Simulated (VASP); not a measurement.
# Al (Fmm2) in VASP: further runs, part 2 of 2

VASP 6.6.1. Earlier steps stand in the parts before.

### Step 3. Single point, PBE (atom 1 (Al) moved by -1.180 Å along [1 0 0] and -1.180 Å along [0 1 0])

INCAR reads:

```
  PREC = Accurate
  ENCUT = 520
  EDIFF = 1E-6
  ISMEAR = 0
  SIGMA = 0.15
  LREAL = False
  LASPH = True
  NELM = 80
  ALGO = Fast
  ISIF = 2
  LWAVE = False
  LCHARG = False
  GGA = PE
  NBANDS = 22
```

KPOINTS reads:

```
Automatic mesh
0
Gamma
  10 10 10
```

POSCAR reads:

```
Al
1.0
    3.2349246271     -3.2349246271     -3.2349246271
   -3.2349246271      3.2349246271     -3.2349246271
    3.2349246271      3.2349246271      3.2349246271
Al
8
Direct
    0.3176155342      0.3176155342     -0.3647689316
    0.5000000000      0.0000000000      0.0000000000
    0.0000000000      0.5000000000      0.0000000000
    0.0000000000      0.0000000000      0.0000000000
    0.5000000000      0.5000000000      0.5000000000
    0.5000000000      0.0000000000      0.5000000000
    0.0000000000      0.5000000000      0.5000000000
    0.0000000000      0.0000000000      0.5000000000
```

Potentials or basis: VASP PAW PBE potentials, release 64 (Al).

Launch:

```bash
> cat potpaw_PBE.64/Al/POTCAR > POTCAR
> mpirun -np 1 vasp_std > vasp.out
```

OUTCAR:

```text
PREC = Accurate
   ENCUT = 520
   EDIFF = 1E-6
   ISMEAR = 0
   LREAL = False
   LASPH = True
   NELM = 80
   ISIF = 2
   GGA = PE

 ion  position               nearest neighbor table
   1  0.318  0.318  0.635-   5 1.73   8 1.73   7 2.37   6 2.37   4 2.91   2 3.26   2 3.26   3 3.26
                             3 3.26
   2  0.500  0.000  0.000-   4 2.80   6 2.80   7 2.80   6 2.80   4 2.80   7 2.80   3 3.23   5 3.23
                             5 3.23   8 3.23   3 3.23   8 3.23   1 3.26   1 3.26
   3  0.000  0.500  0.000-   4 2.80   6 2.80   7 2.80   7 2.80   4 2.80   6 2.80   2 3.23   5 3.23
                             8 3.23   5 3.23   2 3.23   8 3.23   1 3.26   1 3.26
   4  0.000  0.000  0.000-   2 2.80   3 2.80   5 2.80   8 2.80   8 2.80   3 2.80   2 2.80   5 2.80
                             1 2.91   7 3.23   7 3.23   6 3.23   6 3.23
   5  0.500  0.500  0.500-   1 1.73   4 2.80   6 2.80   7 2.80   6 2.80   7 2.80   4 2.80   3 3.23
                             2 3.23   2 3.23   3 3.23   8 3.23   8 3.23
   6  0.500  0.000  0.500-   1 2.37   2 2.80   3 2.80   5 2.80   8 2.80   2 2.80   5 2.80   8 2.80
                             3 2.80   7 3.23   4 3.23   7 3.23   4 3.23
   7  0.000  0.500  0.500-   1 2.37   2 2.80   3 2.80   5 2.80   8 2.80   3 2.80   8 2.80   5 2.80
[... 212 lines left out ...]
      3       2.2291      2.00000
      4       2.4682      2.00000
      5       2.9840      2.00000
      6       3.0729      2.00000
[... 589 lines left out ...]
     21      12.9414      0.00000
     22      13.4581      0.00000

 [... further k-points ...]

------------------------ aborting loop because EDIFF is reached ----------------------------------------

  FORCE on cell =-STRESS in cart. coord.  units (eV):
  Direction    XX          YY          ZZ          XY          YZ          ZX
  --------------------------------------------------------------------------------------
  -------------------------------------------------------------------------------------
  Total        6.5236446      6.5236446     55.1455042      1.2862103      0.0000000      0.0000000
  in kB       77.1877513     77.1877513    652.4815034     15.2184376      0.0000000      0.0000000
  external PRESSURE =     268.9523353 kB  Pullay stress =       0.0000000 kB

 VOLUME and BASIS-vectors are now :
 -----------------------------------------------------------------------------
  energy-cutoff  :      520.00
  volume of cell :      135.41
      direct lattice vectors                 reciprocal lattice vectors
     3.234924627 -3.234924627 -3.234924627     0.154563107  0.000000000 -0.154563107
    -3.234924627  3.234924627 -3.234924627     0.000000000  0.154563107 -0.154563107
     3.234924627  3.234924627  3.234924627     0.154563107  0.154563107  0.000000000

 POSITION                                       TOTAL-FORCE (eV/Angst)
 -----------------------------------------------------------------------------------
      2.05492      2.05492      0.00000        10.272847     10.272847     -0.000000
      1.61746     -1.61746     -1.61746         0.018954      0.018954     -0.000000
     -1.61746      1.61746     -1.61746         0.018954      0.018954     -0.000000
      0.00000      0.00000      0.00000         0.107567      0.107567     -0.000000
      1.61746      1.61746     -1.61746        -4.824010     -4.824010    -17.514117
      3.23492      0.00000      0.00000         0.630873     -1.401174     -0.000000
      0.00000      3.23492      0.00000        -1.401174      0.630873     -0.000000
      1.61746      1.61746      1.61746        -4.824010     -4.824010     17.514117
 -----------------------------------------------------------------------------------
    total drift:                                0.000025      0.000025      0.000000

  FREE ENERGIE OF THE ION-ELECTRON SYSTEM (eV)
  ---------------------------------------------------
  free  energy   TOTEN  =       -17.4916761915 eV

  energy  without entropy=      -17.4593831343  energy(sigma->0) =      -17.47552966
```

OSZICAR:

```text
N       E                     dE             d eps       ncg     rms          rms(c)
DAV:   1     0.382030476432E+02    0.38203E+02   -0.83889E+03  7524   0.857E+02
DAV:   2    -0.169790872870E+02   -0.55182E+02   -0.52659E+02  9196   0.121E+02
DAV:   3    -0.194584887044E+02   -0.24794E+01   -0.24395E+01  9992   0.218E+01
DAV:   4    -0.194961127094E+02   -0.37624E-01   -0.37598E-01  9130   0.316E+00
DAV:   5    -0.194969146583E+02   -0.80195E-03   -0.80192E-03  9696   0.496E-01    0.623E+00
RMM:   6    -0.176173951393E+02    0.18795E+01   -0.29992E+00  7604   0.479E+00    0.281E+00
RMM:   7    -0.175238214761E+02    0.93574E-01   -0.51146E-01  8124   0.244E+00    0.126E+00
RMM:   8    -0.174930856532E+02    0.30736E-01   -0.48914E-02  8670   0.112E+00    0.262E-01
RMM:   9    -0.174917502659E+02    0.13354E-02   -0.11770E-02  8866   0.515E-01    0.196E-01
RMM:  10    -0.174916911295E+02    0.59136E-04   -0.17645E-03  9044   0.241E-01    0.161E-01
RMM:  11    -0.174916860078E+02    0.51217E-05   -0.42547E-04  8857   0.116E-01    0.257E-02
RMM:  12    -0.174916722379E+02    0.13770E-04   -0.14158E-04  8876   0.642E-02    0.305E-02
RMM:  13    -0.174916765115E+02   -0.42736E-05   -0.45157E-05  9726   0.366E-02    0.401E-02
RMM:  14    -0.174916776315E+02   -0.11201E-05   -0.82374E-06  8307   0.149E-02    0.107E-01
RMM:  15    -0.174916764305E+02    0.12010E-05   -0.30982E-06  6780   0.934E-03    0.840E-03
RMM:  16    -0.174916761915E+02    0.23906E-06   -0.79125E-07  4819   0.481E-03
   1 F= -.17491676E+02 E0= -.17475530E+02  d E =-.322931E-01
```

Run time: 8.4 min. Hardware: 1 thread of Intel Xeon Platinum 8259CL at 2.50GHz (Skylake/Cascade Lake), shared host; peak memory 0.49 GiB.

Results:

```
Free energy            : -17.4917 eV
Pressure               : 26.9 GPa
Largest force          : 18.796 eV/Å
Band gap on the k mesh : zero (band 12 reaches 8.54 eV, above the bottom of band 13 at 6.14 eV)
```

Forces on the atoms (eV/Å):
```
Al   10.273  10.273   0.000
Al    0.019   0.019   0.000
Al    0.019   0.019   0.000
Al    0.108   0.108   0.000
Al   -4.824  -4.824 -17.514
Al    0.631  -1.401   0.000
Al   -1.401   0.631   0.000
Al   -4.824  -4.824  17.514
```

Caveat: the cell differs from its parent crystal (atom 1 (Al) moved by -1.180 Å along [1 0 0] and -1.180 Å along [0 1 0]); forces of over 1 eV/Å act on the atoms, so gaps and moduli don't describe the material at rest.

### Step 4. Single point, PBE (atom 1 (Al) moved by -0.708 Å along [1 0 0] and -0.708 Å along [0 1 0])

INCAR reads:

```
ALGO = Fast
EDIFF = 1E-6
ENCUT = 520
GGA = PE
ISIF = 2
ISMEAR = 0
LASPH = True
LCHARG = True
LELF = True
LREAL = False
LVHAR = True
LWAVE = False
NBANDS = 22
NELM = 100
PREC = Accurate
SIGMA = 0.15
```

KPOINTS reads:

```
k-points
0
Gamma
  10 10 10
```

POSCAR, as its differences from that of step 3:

```diff
@@ -8,3 +8,3 @@
 Direct
-    0.3176155342      0.3176155342     -0.3647689316
+    0.3905693205      0.3905693205     -0.2188613590
     0.5000000000      0.0000000000      0.0000000000
```

Potentials or basis: VASP PAW PBE potentials, release 64 (Al).

Launch:

```bash
> cat potpaw_PBE.64/Al/POTCAR > POTCAR
> mpirun -np 1 vasp_std > vasp.out
```

OUTCAR:

```text
EDIFF = 1E-6
   ENCUT = 520
   GGA = PE
   ISIF = 2
   ISMEAR = 0
   LASPH = True
   LREAL = False
   NELM = 100
   PREC = Accurate

 ion  position               nearest neighbor table
   1  0.391  0.391  0.781-   5 2.07   8 2.07   7 2.62   6 2.62   3 2.98   2 2.98   2 2.98   3 2.98

   2  0.500  0.000  0.000-   4 2.80   6 2.80   7 2.80   6 2.80   4 2.80   7 2.80   1 2.98   1 2.98
                             5 3.23   5 3.23   8 3.23   8 3.23   3 3.23   3 3.23
   3  0.000  0.500  0.000-   4 2.80   6 2.80   7 2.80   7 2.80   4 2.80   6 2.80   1 2.98   1 2.98
                             5 3.23   8 3.23   8 3.23   5 3.23   2 3.23   2 3.23
   4  0.000  0.000  0.000-   2 2.80   3 2.80   5 2.80   8 2.80   8 2.80   3 2.80   2 2.80   5 2.80
                             7 3.23   7 3.23   6 3.23   6 3.23
   5  0.500  0.500  0.500-   1 2.07   4 2.80   6 2.80   7 2.80   6 2.80   7 2.80   4 2.80   3 3.23
                             2 3.23   2 3.23   3 3.23   8 3.23   8 3.23
   6  0.500  0.000  0.500-   1 2.62   2 2.80   3 2.80   5 2.80   8 2.80   2 2.80   5 2.80   8 2.80
                             3 2.80   7 3.23   4 3.23   7 3.23   4 3.23
   7  0.000  0.500  0.500-   1 2.62   2 2.80   3 2.80   5 2.80   8 2.80   3 2.80   8 2.80   5 2.80
[... 213 lines left out ...]
      4       2.8405      2.00000
      5       3.2787      2.00000
      6       3.2828      2.00000
[... 589 lines left out ...]
     21      12.8889      0.00000
     22      13.3470      0.00000

 [... further k-points ...]

------------------------ aborting loop because EDIFF is reached ----------------------------------------

  FORCE on cell =-STRESS in cart. coord.  units (eV):
  Direction    XX          YY          ZZ          XY          YZ          ZX
  --------------------------------------------------------------------------------------
  -------------------------------------------------------------------------------------
  Total        4.9940164      4.9940164     14.8934125      4.9447679      0.0000000      0.0000000
  in kB       59.0891932     59.0891932    176.2188290     58.5064841      0.0000000      0.0000000
  external PRESSURE =      98.1324051 kB  Pullay stress =       0.0000000 kB

 VOLUME and BASIS-vectors are now :
 -----------------------------------------------------------------------------
  energy-cutoff  :      520.00
  volume of cell :      135.41
      direct lattice vectors                 reciprocal lattice vectors
     3.234924627 -3.234924627 -3.234924627     0.154563107  0.000000000 -0.154563107
    -3.234924627  3.234924627 -3.234924627     0.000000000  0.154563107 -0.154563107
     3.234924627  3.234924627  3.234924627     0.154563107  0.154563107  0.000000000

 POSITION                                       TOTAL-FORCE (eV/Angst)
 -----------------------------------------------------------------------------------
      2.52692      2.52692      0.00000         6.088864      6.088864      0.000000
      1.61746     -1.61746     -1.61746         0.127273      0.127273      0.000000
     -1.61746      1.61746     -1.61746         0.127273      0.127273      0.000000
      0.00000      0.00000      0.00000        -0.012947     -0.012947      0.000000
      1.61746      1.61746     -1.61746        -2.947511     -2.947511     -5.197143
      3.23492      0.00000      0.00000         0.028912     -0.464352      0.000000
      0.00000      3.23492      0.00000        -0.464352      0.028912      0.000000
      1.61746      1.61746      1.61746        -2.947511     -2.947511      5.197143
 -----------------------------------------------------------------------------------
    total drift:                               -0.000129     -0.000129      0.000000

  FREE ENERGIE OF THE ION-ELECTRON SYSTEM (eV)
  ---------------------------------------------------
  free  energy   TOTEN  =       -25.9512531618 eV

  energy  without entropy=      -25.9170090040  energy(sigma->0) =      -25.93413108
```

OSZICAR:

```text
N       E                     dE             d eps       ncg     rms          rms(c)
DAV:   1     0.271511579542E+02    0.27151E+02   -0.83385E+03  7524   0.856E+02
DAV:   2    -0.246877903763E+02   -0.51839E+02   -0.49392E+02  9304   0.118E+02
DAV:   3    -0.268243615531E+02   -0.21366E+01   -0.20995E+01  9832   0.199E+01
DAV:   4    -0.268496918019E+02   -0.25330E-01   -0.25311E-01  9000   0.255E+00
DAV:   5    -0.268500699704E+02   -0.37817E-03   -0.37816E-03  9556   0.342E-01    0.480E+00
RMM:   6    -0.260591056393E+02    0.79096E+00   -0.10124E+00  7548   0.271E+00    0.242E+00
RMM:   7    -0.259717806060E+02    0.87325E-01   -0.23014E-01  7911   0.155E+00    0.955E-01
RMM:   8    -0.259523162606E+02    0.19464E-01   -0.24584E-02  8438   0.763E-01    0.185E-01
RMM:   9    -0.259514410071E+02    0.87525E-03   -0.61735E-03  8722   0.335E-01    0.136E-01
RMM:  10    -0.259512453935E+02    0.19561E-03   -0.88652E-04  8661   0.163E-01    0.833E-02
RMM:  11    -0.259512547727E+02   -0.93792E-05   -0.15531E-04  8981   0.767E-02    0.887E-03
RMM:  12    -0.259512531089E+02    0.16638E-05   -0.31280E-05  8792   0.315E-02    0.123E-02
RMM:  13    -0.259512531618E+02   -0.52847E-07   -0.89395E-06  8967   0.175E-02
   1 F= -.25951253E+02 E0= -.25934131E+02  d E =-.342442E-01
```

Run time: 7.5 min. Hardware: 1 thread of Intel Xeon Platinum 8259CL at 2.50GHz (Skylake/Cascade Lake), shared host; peak memory 0.49 GiB.

Results:

```yaml
Free_energy: -25.9513 eV
Pressure: 9.8 GPa
Largest_force: 8.611 eV/Å
Band_gap_on_the_k_mesh: zero (band 12 reaches 8.80 eV, above the bottom of band 13 at 5.37 eV)
```

Forces in eV/Å, atoms in the order of the input:
```
Al   6.089  6.089  0.000
Al   0.127  0.127  0.000
Al   0.127  0.127  0.000
Al  -0.013 -0.013  0.000
Al  -2.948 -2.948 -5.197
Al   0.029 -0.464  0.000
Al  -0.464  0.029  0.000
Al  -2.948 -2.948  5.197
```

Stress tensor (GPa, compression positive):
```
 5.91  5.85  0.00
 5.85  5.91  0.00
 0.00  0.00 17.62
```

Levels at points of the mesh, in eV from the Fermi level:
```
           k point  band 9  band 10  band 11  band 12  band 13  band 14  band 15  band 16
(0.00, 0.00, 0.00)   -3.65    -3.62    -3.44    -3.34    -2.28     1.69     2.01     2.04
(0.50, 0.00, 0.00)   -2.18    -1.78    -0.09     0.44     0.64     0.85     1.18     1.31
(0.00, 0.00, 0.50)   -1.95    -1.60     0.34     0.61     0.71     0.78     1.30     1.35
(0.50, 0.50, 0.00)   -2.18    -2.09    -0.14     0.24     0.40     0.87     1.19     1.57
(0.50, 0.50, 0.50)   -1.17    -0.97    -0.60    -0.35    -0.09     0.58     3.66     4.21
```

Caveat: the cell differs from its parent crystal (atom 1 (Al) moved by -0.708 Å along [1 0 0] and -0.708 Å along [0 1 0]); forces of over 1 eV/Å act on the atoms, so gaps and moduli don't describe the material at rest.
